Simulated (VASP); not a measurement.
# Rb (Im-3m) in VASP: a series of runs

The runs below take Rb through single point, with PBE.

Everything below comes from runs of VASP 6.6.1. Logs are shortened: lines on timing, memory, paths and dates and some standing lists are left out, and cuts for length are marked.

### Step 1. The cell of the first run

It takes space group Im-3m (No. 229, cubic). The conventional cell has a = 4.281 Å, b = 4.281 Å, c = 4.281 Å, α = 90.00°, β = 90.00°, γ = 90.00°. Rb (site symmetry m-3m) has 14 Rb at 3.71 to 4.28 Å within 4.9 Å.

### Step 2. Single point, PBE (volume scaled by 0.43)

INCAR

```
SYSTEM = Rb
PREC = Accurate
ENCUT = 520
EDIFF = 1E-6
ISMEAR = -1
SIGMA = 0.1
LREAL = .FALSE.
LASPH = .TRUE.
NELM = 80
ALGO = Normal
ISIF = 2
LWAVE = .FALSE.
LCHARG = .FALSE.
GGA = PE
NBANDS = 10
```

KPOINTS

```
Automatic mesh
0
G
  10 10 10
  0 0 0
```

POSCAR

```
Rb
1.0
   -2.1404929062      2.1404929062      2.1404929062
    2.1404929062     -2.1404929062      2.1404929062
    2.1404929062      2.1404929062     -2.1404929062
Rb
1
Direct
    0.0000000000      0.0000000000      0.0000000000
```

Potentials or basis: VASP PAW PBE potentials, release 64 (Rb_sv).

On the command line:

```sh
> cat potpaw_PBE.64/Rb_sv/POTCAR > POTCAR
> mpirun -np 1 vasp_std > vasp.out
```

OUTCAR:

```text
SYSTEM = Rb
   PREC = Accurate
   ENCUT = 520
   EDIFF = 1E-6
   ISMEAR = -1
   LREAL = .FALSE.
   LASPH = .TRUE.
   NELM = 80
   ISIF = 2
   GGA = PE

 ion  position               nearest neighbor table
   1  0.000  0.000  0.000-

  LATTYP: Found a body centered cubic cell.
 ALAT       =     4.2809858124

  Lattice vectors:

 A1 = (  -2.1404929062,   2.1404929062,   2.1404929062)
 A2 = (   2.1404929062,  -2.1404929062,   2.1404929062)
 A3 = (   2.1404929062,   2.1404929062,  -2.1404929062)

Analysis of symmetry for initial positions (statically):
=====================================================================
 Subroutine PRICEL returns:
 Original cell was already a primitive cell.

 Routine SETGRP: Setting up the symmetry group for a
 body centered cubic supercell.

 Subroutine GETGRP returns: Found 48 space group operations
 (whereof 48 operations were pure point group operations)
 out of a pool of 48 trial point group operations.

The static configuration has the point symmetry O_h .

Analysis of symmetry for dynamics (positions and initial velocities):
=====================================================================
 Subroutine PRICEL returns:
 Original cell was already a primitive cell.

 Routine SETGRP: Setting up the symmetry group for a
 body centered cubic supercell.

 Subroutine GETGRP returns: Found 48 space group operations
 (whereof 48 operations were pure point group operations)
 out of a pool of 48 trial point group operations.

The dynamic configuration has the point symmetry O_h .

 Subroutine INISYM returns: Found 48 space group operations
 (whereof 48 operations are pure point group operations),
 and found     1 'primitive' translations

----------------------------------------------------------------------------------------

                                     Primitive cell

  volume of cell :      39.2285

  direct lattice vectors                    reciprocal lattice vectors
    -2.140492906  2.140492906  2.140492906     0.000000000  0.233591057  0.233591057
     2.140492906 -2.140492906  2.140492906     0.233591057  0.000000000  0.233591057
     2.140492906  2.140492906 -2.140492906     0.233591057  0.233591057  0.000000000

  length of vectors
     3.707442467  3.707442467  3.707442467     0.330347641  0.330347641  0.330347641

  position of ions in fractional coordinates (direct lattice)
     0.000000000  0.000000000  0.000000000

  ion indices of the primitive-cell ions
   primitive index   ion index
                 1           1

----------------------------------------------------------------------------------------

 KPOINTS: Automatic mesh

Automatic generation of k-mesh.
 Grid dimensions read from file:
 generate k-points for:   10   10   10

 Generating k-lattice:

  Cartesian coordinates                     Fractional coordinates (reciprocal lattice)
     0.000000000  0.023359106  0.023359106     0.100000000  0.000000000  0.000000000
     0.023359106  0.000000000  0.023359106     0.000000000  0.100000000  0.000000000
     0.023359106  0.023359106  0.000000000     0.000000000  0.000000000  0.100000000

  Length of vectors
     0.033034764  0.033034764  0.033034764

  Shift w.r.t. Gamma in fractional coordinates (k-lattice)
     0.000000000  0.000000000  0.000000000

 Subroutine IBZKPT returns following result:
 ===========================================

 Found     47 irreducible k-points:

 Following reciprocal coordinates:
            Coordinates               Weight
  0.000000  0.000000  0.000000      1.000000
  0.100000  0.000000  0.000000     12.000000
  0.200000  0.000000  0.000000     12.000000
  0.300000  0.000000  0.000000     12.000000
  0.400000  0.000000  0.000000     12.000000
  0.500000  0.000000  0.000000      6.000000
[... 16 lines left out ...]
  0.300000  0.300000  0.100000      8.000000
 -0.300000  0.300000  0.100000     24.000000
 [... further k-points ...]
   k-points           NKPTS =     47   k-points in BZ     NKDIM =     47   number of bands    NBANDS=     10
   number of dos      NEDOS =    301   number of ions     NIONS =      1
   total plane-waves  NPLWV =  21952
   dimension x,y,z NGX =    28 NGY =   28 NGZ =   28
   dimension x,y,z NGXF=    56 NGYF=   56 NGZF=   56
   ions per type =               1
   NGX,Y,Z   is equivalent  to a cutoff of  12.56, 12.56, 12.56 a.u.
   NGXF,Y,Z  is equivalent  to a cutoff of  25.11, 25.11, 25.11 a.u.
 SYSTEM =  Rb
   PREC   = accura    normal or accurate (medium, high low for compatibility)
   ISTART =      0    job   : 0-new  1-cont  2-samecut
   ICHARG =      2    charge: 1-file 2-atom 10-const
   ISPIN  =      1    spin polarized calculation?
   LNONCOLLINEAR =      F non collinear calculations
   LSORBIT =      F    spin-orbit coupling
   LASPH  =      T    aspherical Exc in radial PAW
   ENCUT  =  520.0 eV  38.22 Ry    6.18 a.u.   6.89  6.89  6.89*2*pi/ulx,y,z
   NELM   =     80;   NELMIN=  2; NELMDL= -5     # of ELM steps
   EDIFF  = 0.1E-05   stopping-criterion for ELM
   LREAL  =      F    real-space projection
   EDIFFG = 0.1E-04   stopping-criterion for IOM
   NSW    =      0    number of steps for IOM
   IBRION =     -1    ionic relax: 0-MD 1-quasi-New 2-CG
   NFREE  =      0    steps in history (QN), initial steepest desc. (CG)
   ISIF   =      2    stress and relaxation
   ISYM   =      2    0-nonsym 1-usesym 2-fastsym
   POTIM  = 0.5000    time-step for ionic-motion
   TEBEG  =    0.0;   TEEND  =   0.0 temperature during run
   PSTRESS=    0.0 pullay stress
   NELECT =       9.0000    total number of electrons
   NUPDOWN=      -1.0000    fix difference up-down
   EMIN   =  10.00;   EMAX   =-10.00  energy-range for DOS
   EFERMI =   0.00;   METHOD = LEGACY
   ISMEAR =    -1;   SIGMA  =   0.10  broadening in eV -4-tet -1-fermi 0-gaus
   EFERMI_NEDOS =   21; number of points for ismear=-14 and -15
   IALGO  =     38    algorithm
   IMIX   =      4    mixing-type and parameters
     AMIX     =   0.40;   BMIX     =  1.00
     AMIX_MAG =   1.60;   BMIX_MAG =  1.00
  volume/ion in A,a.u.               =      39.23       264.73
  Fermi-wavevector in a.u.,A,eV,Ry     =   1.002202  1.893887 13.665809  1.004409
  Thomas-Fermi vector in A             =   2.134674
   LORBIT       =      0    0 simple, 1 ext, 2 COOP (PROOUT), +10 PAW based schemes
   GGA     = PE    functional components
   LHFCALC =     F    Hartree Fock is set to
   AEXX    =    0.0000 exact exchange contribution
   IVDW    =     0    specifies the selected vdW correction
   LEPSILON=     F    determine dielectric tensor
   LRPA    =     F    only Hartree local field effects (RPA)
 non-spin polarized calculation
  energy-cutoff  :      520.00
  volume of cell :       39.23
 maximum number of plane-waves:      1072
   NGX = 13   NGY = 13   NGZ = 13

 number of electron       9.0000000 magnetization

 Free energy of the ion-electron system (eV)
  ---------------------------------------------------
  ext. energy  EPLUGINS =         0.00000000
  ---------------------------------------------------
  free energy    TOTEN  =        -0.07065763 eV

  energy without entropy =       -0.03836849  energy(sigma->0) =       -0.05451306

 E-fermi :   3.0145     XC(G=0):  -8.0051

 val. band max:        2.9191784911   @ k =   0.5000   0.5000   0.5000
 cond. band min:       3.0372423893   @ k =   0.3000   0.1000   0.1000
 fundamental gap:      0.1180638982
 Fermi energy:         3.0145407471

 k-point     1 :       0.0000    0.0000    0.0000
  band No.  band energies     occupation
      1     -26.1369      2.00000
      2      -9.6851      2.00000
      3      -9.6851      2.00000
      4      -9.6851      2.00000
      5      -0.0499      2.00000
      6       7.1780      0.00000
      7       7.1780      0.00000
      8       7.1780      0.00000
      9       8.9909      0.00000
     10       8.9909      0.00000

 k-point     2 :       0.1000    0.0000    0.0000
  band No.  band energies     occupation
      1     -26.1224      2.00000
      2      -9.8170      2.00000
      3      -9.7195      2.00000
      4      -9.6872      2.00000
      5       0.2422      2.00000
      6       6.8821      0.00000
      7       6.9270      0.00000
      8       7.4639      0.00000
      9       8.5704      0.00000
     10       8.9207      0.00000

 k-point     3 :       0.2000    0.0000    0.0000
  band No.  band energies     occupation
      1     -26.0842      2.00000
      2     -10.1398      2.00000
      3      -9.8078      2.00000
      4      -9.6930      2.00000
      5       1.0017      2.00000
      6       6.0776      0.00000
      7       6.2756      0.00000
      8       8.2996      0.00000
      9       8.5832      0.00000
     10       8.8750      0.00000

 k-point     4 :       0.3000    0.0000    0.0000
  band No.  band energies     occupation
      1     -26.0362      2.00000
      2     -10.5028      2.00000
      3      -9.9135      2.00000
      4      -9.7003      2.00000
      5       1.9004      1.99997
      6       5.3626      0.00000
      7       5.7076      0.00000
      8       8.9943      0.00000
      9       9.0676      0.00000
     10       9.6227      0.00000

 k-point     5 :       0.4000    0.0000    0.0000
  band No.  band energies     occupation
      1     -25.9969      2.00000
      2     -10.7736      2.00000
      3      -9.9965      2.00000
      4      -9.7063      2.00000
      5       2.4577      1.99240
      6       5.2963      0.00000
      7       5.3314      0.00000
      8       9.2328      0.00000
      9       9.5831      0.00000
     10      11.3145      0.00000

 k-point     6 :       0.5000    0.0000    0.0000
  band No.  band energies     occupation
      1     -25.9818      2.00000
      2     -10.8726      2.00000
      3     -10.0276      2.00000
      4      -9.7087      2.00000
      5       2.5746      1.97573
      6       5.2014      0.00000
      7       5.4891      0.00000
      8       9.1842      0.00000
      9      10.2160      0.00000
     10      10.8251      0.00000

 k-point     7 :       0.1000    0.1000    0.0000
  band No.  band energies     occupation
      1     -26.0960      2.00000
      2     -10.0383      2.00000
      3      -9.7612      2.00000
      4      -9.7165      2.00000
      5       0.7723      2.00000
      6       6.3418      0.00000
      7       6.4417      0.00000
      8       8.0455      0.00000
      9       8.2304      0.00000
     10       9.1682      0.00000

 k-point     8 :       0.2000    0.1000   -0.0000
  band No.  band energies     occupation
      1     -26.0529      2.00000
      2     -10.3562      2.00000
      3      -9.8713      2.00000
      4      -9.7338      2.00000
      5       1.6386      2.00000
      6       5.5292      0.00000
      7       5.8816      0.00000
      8       8.3419      0.00000
      9       9.1124      0.00000
     10       9.5297      0.00000

 k-point     9 :       0.3000    0.1000   -0.0000
  band No.  band energies     occupation
      1     -26.0092      2.00000
      2     -10.6455      2.00000
      3      -9.9892      2.00000
      4      -9.7441      2.00000
      5       2.4438      1.99338
      6       5.0973      0.00000
      7       5.4618      0.00000
      8       8.7113      0.00000
      9       9.8492      0.00000
     10      10.5438      0.00000
[... 118 lines left out ...]
 k-point    19 :      -0.1000    0.1000    0.1000
  band No.  band energies     occupation
      1     -26.1083      2.00000
      2      -9.8721      2.00000
      3      -9.7548      2.00000
      4      -9.7548      2.00000
      5       0.5213      2.00000
      6       6.9140      0.00000
      7       6.9140      0.00000
      8       7.4553      0.00000
      9       7.5726      0.00000
     10       9.4627      0.00000

 k-point    20 :       0.2000    0.2000    0.1000
  band No.  band energies     occupation
      1     -25.9931      2.00000
      2     -10.6416      2.00000
      3     -10.0591      2.00000
      4      -9.8863      2.00000
      5       3.2858      0.12448
      6       4.7599      0.00000
      7       5.0021      0.00000
      8       9.5274      0.00000
      9      10.0445      0.00000
     10      11.2136      0.00000

 k-point    21 :       0.3000    0.2000    0.1000
  band No.  band energies     occupation
      1     -25.9744      2.00000
      2     -10.6393      2.00000
      3     -10.2254      2.00000
      4      -9.9187      2.00000
      5       3.7988      0.00078
      6       4.7548      0.00000
      7       4.9851      0.00000
      8       9.7131      0.00000
      9      10.2153      0.00000
     10      11.0499      0.00000

 k-point    22 :      -0.2000    0.2000    0.1000
  band No.  band energies     occupation
      1     -26.0712      2.00000
      2     -10.1477      2.00000
      3      -9.8452      2.00000
      4      -9.7809      2.00000
      5       1.2509      2.00000
      6       6.0736      0.00000
      7       6.4723      0.00000
      8       7.3871      0.00000
      9       8.1793      0.00000
     10       9.8445      0.00000

 k-point    23 :       0.3000    0.3000    0.1000
  band No.  band energies     occupation
      1     -25.9685      2.00000
      2     -10.4531      2.00000
      3     -10.4531      2.00000
      4      -9.9532      2.00000
      5       4.2586      0.00001
      6       4.7690      0.00000
      7       4.7690      0.00000
      8      10.1201      0.00000
      9      10.1201      0.00000
     10      10.2517      0.00000

 k-point    24 :      -0.3000    0.3000    0.1000
  band No.  band energies     occupation
      1     -26.0247      2.00000
      2     -10.4856      2.00000
      3      -9.9535      2.00000
      4      -9.7850      2.00000
      5       2.1313      1.99971
      6       5.2224      0.00000
      7       5.9549      0.00000
      8       7.7725      0.00000
      9       9.4919      0.00000
     10      10.0824      0.00000

 [... further k-points ...]
[... 5 lines left out ...]
  --------------------------------------------------------------------------------------
  -------------------------------------------------------------------------------------
  Total        2.4520422      2.4520422      2.4520422      0.0000000      0.0000000     -0.0000000
  in kB      100.1468161    100.1468161    100.1468161      0.0000000      0.0000000     -0.0000000
  external PRESSURE =     100.1468161 kB  Pullay stress =       0.0000000 kB

 VOLUME and BASIS-vectors are now :
 -----------------------------------------------------------------------------
  energy-cutoff  :      520.00
  volume of cell :       39.23
      direct lattice vectors                 reciprocal lattice vectors
    -2.140492906  2.140492906  2.140492906     0.000000000  0.233591057  0.233591057
     2.140492906 -2.140492906  2.140492906     0.233591057  0.000000000  0.233591057
     2.140492906  2.140492906 -2.140492906     0.233591057  0.233591057  0.000000000

 POSITION                                       TOTAL-FORCE (eV/Angst)
 -----------------------------------------------------------------------------------
      0.00000      0.00000      0.00000         0.000000      0.000000      0.000000
 -----------------------------------------------------------------------------------
    total drift:                                0.000000      0.000000      0.000000

  FREE ENERGIE OF THE ION-ELECTRON SYSTEM (eV)
  ---------------------------------------------------
  free  energy   TOTEN  =        -0.0706576346 eV

  energy  without entropy=       -0.0383684887  energy(sigma->0) =       -0.05451306
```

Run time: 16 s. Hardware: 1 thread of AMD EPYC 7R43 (Zen 3), shared host; peak memory 0.13 GiB.

Results:

- Free energy: -0.0707 eV
- Pressure: 10.0 GPa

(Continued in part 2 of 2.)
